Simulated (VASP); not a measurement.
# BN (Qingsongite) (F-43m) in VASP: further runs

BN (Qingsongite) is run at these levels: PBE; tasks: single point.

All numbers are computed with VASP 6.6.1; they aren't measurements. Logs are shortened: lines on timing, memory, paths and dates and some standing lists are left out, and cuts for length are marked.

### Step 1. The cell of the first run

The structure is cubic, space group F-43m (No. 216). The conventional cell has a = 3.615 Å, b = 3.615 Å, c = 3.615 Å, α = 90.00°, β = 90.00°, γ = 90.00°. B (site symmetry -43m) has 4 N at 1.57 Å within 2.1 Å. Within 2.1 Å of N (site symmetry -43m) lie 4 B at 1.57 Å.

### Step 2. Single point, PBE

INCAR reads:

```
SYSTEM = BN
  ALGO = Normal
  EDIFF = 1E-6
  ENCUT = 520
  GGA = PE
  ISIF = 2
  ISMEAR = 1
  LASPH = .TRUE.
  LCHARG = .TRUE.
  LELF = .TRUE.
  LREAL = .FALSE.
  LVHAR = .TRUE.
  LWAVE = .FALSE.
  NBANDS = 11
  NELM = 100
  PREC = Accurate
  SIGMA = 0.02
```

KPOINTS reads:

```
k-points
0
G
  4 4 4
  0 0 0
```

POSCAR reads:

```
BN
1.0
    0.0000000000      1.8075000000      1.8075000000
    1.8075000000      0.0000000000      1.8075000000
    1.8075000000      1.8075000000      0.0000000000
B N
1 1
Direct
    0.0000000000      0.0000000000      0.0000000000
    0.2500000000      0.2500000000      0.2500000000
```

Potentials or basis: VASP PAW PBE potentials, release 64 (B, N).

Started as:

```sh
$ cat potpaw_PBE.64/B/POTCAR potpaw_PBE.64/N/POTCAR > POTCAR
$ mpirun -np 1 vasp_std > vasp.out
```

OUTCAR:

```text
SYSTEM = BN
   EDIFF = 1E-6
   ENCUT = 520
   GGA = PE
   ISIF = 2
   ISMEAR = 1
   LASPH = .TRUE.
   LREAL = .FALSE.
   NELM = 100
   PREC = Accurate

 ion  position               nearest neighbor table
   1  0.000  0.000  0.000-   2 1.57   2 1.57   2 1.57   2 1.57
   2  0.250  0.250  0.250-   1 1.57   1 1.57   1 1.57   1 1.57

  LATTYP: Found a face centered cubic cell.
 ALAT       =     3.6150000000

  Lattice vectors:

 A1 = (   0.0000000000,   1.8075000000,   1.8075000000)
 A2 = (   1.8075000000,   0.0000000000,   1.8075000000)
 A3 = (   1.8075000000,   1.8075000000,   0.0000000000)

Analysis of symmetry for initial positions (statically):
=====================================================================
 Subroutine PRICEL returns:
 Original cell was already a primitive cell.

 Routine SETGRP: Setting up the symmetry group for a
 face centered cubic supercell.

 Subroutine GETGRP returns: Found 24 space group operations
 (whereof 24 operations were pure point group operations)
 out of a pool of 48 trial point group operations.

The static configuration has the point symmetry T_d .

Analysis of symmetry for dynamics (positions and initial velocities):
=====================================================================
 Subroutine PRICEL returns:
 Original cell was already a primitive cell.

 Routine SETGRP: Setting up the symmetry group for a
 face centered cubic supercell.

 Subroutine GETGRP returns: Found 24 space group operations
 (whereof 24 operations were pure point group operations)
 out of a pool of 48 trial point group operations.

The dynamic configuration has the point symmetry T_d .

 Subroutine INISYM returns: Found 24 space group operations
 (whereof 24 operations are pure point group operations),
 and found     1 'primitive' translations

----------------------------------------------------------------------------------------

                                     Primitive cell

  volume of cell :      11.8104

  direct lattice vectors                    reciprocal lattice vectors
     0.000000000  1.807500000  1.807500000    -0.276625173  0.276625173  0.276625173
     1.807500000  0.000000000  1.807500000     0.276625173 -0.276625173  0.276625173
     1.807500000  1.807500000  0.000000000     0.276625173  0.276625173 -0.276625173

  length of vectors
     2.556191014  2.556191014  2.556191014     0.479128854  0.479128854  0.479128854

  position of ions in fractional coordinates (direct lattice)
     0.000000000  0.000000000  0.000000000
     0.250000000  0.250000000  0.250000000

  ion indices of the primitive-cell ions
   primitive index   ion index
                 1           1
                 2           2

----------------------------------------------------------------------------------------

 KPOINTS: k-points

Automatic generation of k-mesh.
 Grid dimensions read from file:
 generate k-points for:    4    4    4

 Generating k-lattice:

  Cartesian coordinates                     Fractional coordinates (reciprocal lattice)
    -0.069156293  0.069156293  0.069156293     0.250000000  0.000000000  0.000000000
     0.069156293 -0.069156293  0.069156293     0.000000000  0.250000000  0.000000000
     0.069156293  0.069156293 -0.069156293     0.000000000  0.000000000  0.250000000

  Length of vectors
     0.119782214  0.119782214  0.119782214

  Shift w.r.t. Gamma in fractional coordinates (k-lattice)
     0.000000000  0.000000000  0.000000000

 Subroutine IBZKPT returns following result:
 ===========================================

 Found      8 irreducible k-points:

 Following reciprocal coordinates:
            Coordinates               Weight
  0.000000  0.000000  0.000000      1.000000
  0.250000  0.000000  0.000000      8.000000
  0.500000  0.000000  0.000000      4.000000
  0.250000  0.250000  0.000000      6.000000
  0.500000  0.250000  0.000000     24.000000
 -0.250000  0.250000  0.000000     12.000000
  0.500000  0.500000  0.000000      3.000000
 -0.250000  0.500000  0.250000      6.000000
   k-points           NKPTS =      8   k-points in BZ     NKDIM =      8   number of bands    NBANDS=     11
   number of dos      NEDOS =    301   number of ions     NIONS =      2
   total plane-waves  NPLWV =   8000
   dimension x,y,z NGX =    20 NGY =   20 NGZ =   20
   dimension x,y,z NGXF=    40 NGYF=   40 NGZF=   40
   ions per type =               1   1
   NGX,Y,Z   is equivalent  to a cutoff of  13.01, 13.01, 13.01 a.u.
   NGXF,Y,Z  is equivalent  to a cutoff of  26.01, 26.01, 26.01 a.u.
 SYSTEM =  BN
   PREC   = accura    normal or accurate (medium, high low for compatibility)
   ISTART =      0    job   : 0-new  1-cont  2-samecut
   ICHARG =      2    charge: 1-file 2-atom 10-const
   ISPIN  =      1    spin polarized calculation?
   LNONCOLLINEAR =      F non collinear calculations
   LSORBIT =      F    spin-orbit coupling
   LASPH  =      T    aspherical Exc in radial PAW
   ENCUT  =  520.0 eV  38.22 Ry    6.18 a.u.   4.75  4.75  4.75*2*pi/ulx,y,z
   NELM   =    100;   NELMIN=  2; NELMDL= -5     # of ELM steps
   EDIFF  = 0.1E-05   stopping-criterion for ELM
   LREAL  =      F    real-space projection
   EDIFFG = 0.1E-04   stopping-criterion for IOM
   NSW    =      0    number of steps for IOM
   IBRION =     -1    ionic relax: 0-MD 1-quasi-New 2-CG
   NFREE  =      0    steps in history (QN), initial steepest desc. (CG)
   ISIF   =      2    stress and relaxation
   ISYM   =      2    0-nonsym 1-usesym 2-fastsym
   POTIM  = 0.5000    time-step for ionic-motion
   TEBEG  =    0.0;   TEEND  =   0.0 temperature during run
   PSTRESS=    0.0 pullay stress
   NELECT =       8.0000    total number of electrons
   NUPDOWN=      -1.0000    fix difference up-down
   EMIN   =  10.00;   EMAX   =-10.00  energy-range for DOS
   EFERMI =   0.00;   METHOD = LEGACY
   ISMEAR =     1;   SIGMA  =   0.02  broadening in eV -4-tet -1-fermi 0-gaus
   EFERMI_NEDOS =   21; number of points for ismear=-14 and -15
   IALGO  =     38    algorithm
   IMIX   =      4    mixing-type and parameters
     AMIX     =   0.40;   BMIX     =  1.00
     AMIX_MAG =   1.60;   BMIX_MAG =  1.00
  volume/ion in A,a.u.               =       5.91        39.85
  Fermi-wavevector in a.u.,A,eV,Ry     =   1.437749  2.716952 28.124920  2.067123
  Thomas-Fermi vector in A             =   2.556793
   LORBIT       =      0    0 simple, 1 ext, 2 COOP (PROOUT), +10 PAW based schemes
   GGA     = PE    functional components
   LHFCALC =     F    Hartree Fock is set to
   AEXX    =    0.0000 exact exchange contribution
   IVDW    =     0    specifies the selected vdW correction
   LEPSILON=     F    determine dielectric tensor
   LRPA    =     F    only Hartree local field effects (RPA)
 non-spin polarized calculation
 Methfessel and Paxton  Order N= 1 SIGMA  =   0.02
  energy-cutoff  :      520.00
  volume of cell :       11.81
 maximum number of plane-waves:       332
 NGX is ok and might be reduce to    20
   NGX =  9   NGY =  9   NGZ =  9

 number of electron       7.9999999 magnetization

 Free energy of the ion-electron system (eV)
  ---------------------------------------------------
  ext. energy  EPLUGINS =         0.00000000
  ---------------------------------------------------
  free energy    TOTEN  =       -17.37516492 eV

  energy without entropy =      -17.37521927  energy(sigma->0) =      -17.37518304

 E-fermi :   7.4549     XC(G=0): -12.8125

 val. band max:        7.4380902486   @ k =   0.0000   0.0000   0.0000
 cond. band min:      11.8732627953   @ k =   0.5000   0.5000   0.0000
 fundamental gap:      4.4351725467
 Fermi energy:         7.4549275037

 k-point     1 :       0.0000    0.0000    0.0000
  band No.  band energies     occupation
      1     -12.8069      2.00000
      2       7.4381      2.00000
      3       7.4381      2.00000
      4       7.4381      1.99999
      5      16.2303      0.00000
      6      16.2303      0.00000
      7      16.2303      0.00000
      8      17.7799      0.00000
      9      32.1635      0.00000
     10      35.1777      0.00000
     11      35.1777      0.00000

 k-point     2 :       0.2500    0.0000    0.0000
  band No.  band energies     occupation
      1     -11.3266      2.00000
      2       1.9493      2.00000
      3       6.3065      2.00000
      4       6.3065      2.00000
      5      17.0659      0.00000
      6      17.7533      0.00000
      7      17.7533      0.00000
      8      21.0028      0.00000
      9      30.8618      0.00000
     10      31.0090      0.00000
     11      31.0090      0.00000

 k-point     3 :       0.5000    0.0000    0.0000
  band No.  band energies     occupation
      1      -8.5837      2.00000
      2      -3.2708      2.00000
      3       5.4925      2.00000
      4       5.4925      2.00000
      5      17.5658      0.00000
      6      18.1194      0.00000
      7      18.1194      0.00000
      8      22.6878      0.00000
      9      30.8748      0.00000
     10      34.2048      0.00000
     11      34.3217      0.00000

 k-point     4 :       0.2500    0.2500    0.0000
  band No.  band energies     occupation
      1     -10.8415      2.00000
      2       3.4526      2.00000
      3       4.4189      2.00000
      4       4.4189      2.00000
      5      14.2083      0.00000
      6      18.9671      0.00000
      7      20.8607      0.00000
      8      20.8607      0.00000
      9      25.6946      0.00000
     10      34.5680      0.00000
     11      38.0248      0.00000

 k-point     5 :       0.5000    0.2500    0.0000
  band No.  band energies     occupation
      1      -8.1417      2.00000
      2      -1.3243      2.00000
      3       2.2739      2.00000
      4       3.7740      2.00000
      5      14.9619      0.00000
      6      20.5180      0.00000
      7      21.8792      0.00000
      8      22.0208      0.00000
      9      27.3577      0.00000
     10      33.8773      0.00000
     11      36.0398      0.00000

 k-point     6 :      -0.2500    0.2500    0.0000
  band No.  band energies     occupation
      1      -9.1433      2.00000
      2      -0.1514      2.00000
      3       1.8315      2.00000
      4       5.3391      2.00000
      5      17.1388      0.00000
      6      19.5841      0.00000
      7      20.2949      0.00000
      8      21.9437      0.00000
      9      28.9043      0.00000
     10      29.4599      0.00000
     11      34.1853      0.00000

 k-point     7 :       0.5000    0.5000    0.0000
  band No.  band energies     occupation
      1      -7.2149      2.00000
      2      -1.4934      2.00000
      3       2.5229      2.00000
      4       2.5229      2.00000
      5      11.8733      0.00000
      6      16.6429      0.00000
      7      25.3453      0.00000
      8      25.3453      0.00000
      9      28.2214      0.00000
     10      34.6499      0.00000
     11      41.0504      0.00000

 k-point     8 :      -0.2500    0.5000    0.2500
  band No.  band energies     occupation
      1      -6.9021      2.00000
      2      -0.1628      2.00000
      3       0.4598      2.00000
      4       0.9153      2.00000
      5      17.0238      0.00000
      6      20.7239      0.00000
      7      21.9176      0.00000
      8      22.0869      0.00000
      9      26.7375      0.00000
     10      32.9977      0.00000
     11      36.9441      0.00000

------------------------ aborting loop because EDIFF is reached ----------------------------------------

  FORCE on cell =-STRESS in cart. coord.  units (eV):
  Direction    XX          YY          ZZ          XY          YZ          ZX
  --------------------------------------------------------------------------------------
  -------------------------------------------------------------------------------------
  Total        0.2938704      0.2938704      0.2938704     -0.0000000      0.0000000     -0.0000000
  in kB       39.8658968     39.8658968     39.8658968     -0.0000000      0.0000000     -0.0000000
  external PRESSURE =      39.8658968 kB  Pullay stress =       0.0000000 kB

 VOLUME and BASIS-vectors are now :
 -----------------------------------------------------------------------------
  energy-cutoff  :      520.00
  volume of cell :       11.81
      direct lattice vectors                 reciprocal lattice vectors
     0.000000000  1.807500000  1.807500000    -0.276625173  0.276625173  0.276625173
     1.807500000  0.000000000  1.807500000     0.276625173 -0.276625173  0.276625173
     1.807500000  1.807500000  0.000000000     0.276625173  0.276625173 -0.276625173

 POSITION                                       TOTAL-FORCE (eV/Angst)
 -----------------------------------------------------------------------------------
      0.00000      0.00000      0.00000         0.000000      0.000000      0.000000
      0.90375      0.90375      0.90375        -0.000000     -0.000000     -0.000000
 -----------------------------------------------------------------------------------
    total drift:                                0.000000      0.000000      0.000000

  FREE ENERGIE OF THE ION-ELECTRON SYSTEM (eV)
  ---------------------------------------------------
  free  energy   TOTEN  =       -17.3751649170 eV

  energy  without entropy=      -17.3752192724  energy(sigma->0) =      -17.37518304
```

It took 1.4 s on 1 thread of Intel Xeon 6975P-C (Granite Rapids), shared host; peak memory 0.11 GiB.

What came out:

- Free energy: -17.3752 eV
- Pressure: 4.0 GPa
- Band gap on the k mesh: 4.44 eV, indirect (least direct gap 8.79 eV)

Caveat: the k points lie up to 0.75 Å⁻¹ apart. A k mesh can miss the band edges.

### Step 3. Single point, PBE

INCAR reads:

```
SYSTEM = BN
  PREC = Accurate
  ENCUT = 520
  EDIFF = 1E-6
  ISMEAR = 1
  SIGMA = 0.02
  LREAL = .False.
  LASPH = .True.
  NELM = 100
  ALGO = Normal
  ISIF = 2
  LWAVE = .False.
  LCHARG = .False.
  GGA = PE
  NBANDS = 11
```

KPOINTS reads:

```
Automatic mesh
0
Gamma
  6 6 6
  0 0 0
```

POSCAR is that of step 2.

Potentials or basis: VASP PAW PBE potentials, release 64 (B, N).

Started as:

```sh
$ cat potpaw_PBE.64/B/POTCAR potpaw_PBE.64/N/POTCAR > POTCAR
$ mpirun -np 1 vasp_std > vasp.out
```

It took 1.6 s on 1 thread of Intel Xeon 6975P-C (Granite Rapids), shared host; peak memory 0.11 GiB.

It converged, with:

```yaml
Free_energy: -17.4458 eV
Pressure: 3.3 GPa
Band_gap_on_the_k_mesh: 4.46 eV, indirect (least direct gap 8.82 eV)
```

Levels at points of the mesh, in eV from the valence-band top:
```tsv
k point	band 1	band 2	band 3	band 4	band 5	band 6	band 7	band 8	band 9
(0.00, 0.00, 0.00)	-20.23	0.00	0.00	0.00	8.82	8.82	8.82	10.35	24.75
(0.50, 0.00, 0.00)	-16.01	-10.69	-1.94	-1.94	10.14	10.70	10.70	15.26	23.45
(0.50, 0.50, 0.00)	-14.65	-8.92	-4.90	-4.90	4.46	9.23	17.92	17.92	20.78
```

Caveat: the k points lie up to 0.50 Å⁻¹ apart.

### Step 4. Single point, PBE

INCAR reads:

```
PREC = Accurate
ENCUT = 520
EDIFF = 1E-6
ISMEAR = 1
SIGMA = 0.02
LREAL = F
LASPH = T
NELM = 100
ALGO = Normal
ISIF = 2
LWAVE = F
LCHARG = F
GGA = PE
NBANDS = 11
```

KPOINTS reads:

```
Automatic mesh
0
Gamma
  7 7 7
```

POSCAR is that of step 3.

Started as:

```sh
$ cat potpaw_PBE.64/B/POTCAR potpaw_PBE.64/N/POTCAR > POTCAR
$ mpirun -np 1 vasp_std > vasp.out
```

Wall time 1.8 s (1 thread of Intel Xeon 6975P-C (Granite Rapids), shared host); peak memory 0.11 GiB.

The run converged. Its results:

```
Free energy            : -17.4487 eV
Pressure               : 3.3 GPa
Band gap on the k mesh : 4.71 eV, indirect (least direct gap 8.82 eV)
```

Levels at points of the mesh, in eV from the valence-band top:
| k point | band 2 | band 3 | band 4 | band 5 | band 6 | band 7 |
| --- | --- | --- | --- | --- | --- | --- |
| (0.00, 0.00, 0.00) | 0.00 | 0.00 | 0.00 | 8.82 | 8.82 | 8.82 |

Caveat: the k points lie up to 0.43 Å⁻¹ apart. A k mesh can miss the band edges.

### Step 5. Overview

| k mesh | gap on the mesh (eV) | pressure (GPa) |
| --- | --- | --- |
| 4 × 4 × 4 | 4.44 | 4.0 |
| 6 × 6 × 6 | 4.46 | 3.3 |
| 7 × 7 × 7 | 4.71 | 3.3 |

Alike in all rows: task single point; level PBE; potentials or basis VASP PAW PBE potentials, release 64 (B, N); no spin polarisation; cell as given; cutoff (eV) 520; smearing methfessel-paxton 0.02 eV.

Caveats: all runs use coarse meshes.

Total energies depend on the potentials used, so only differences within one code and one set of settings carry meaning.
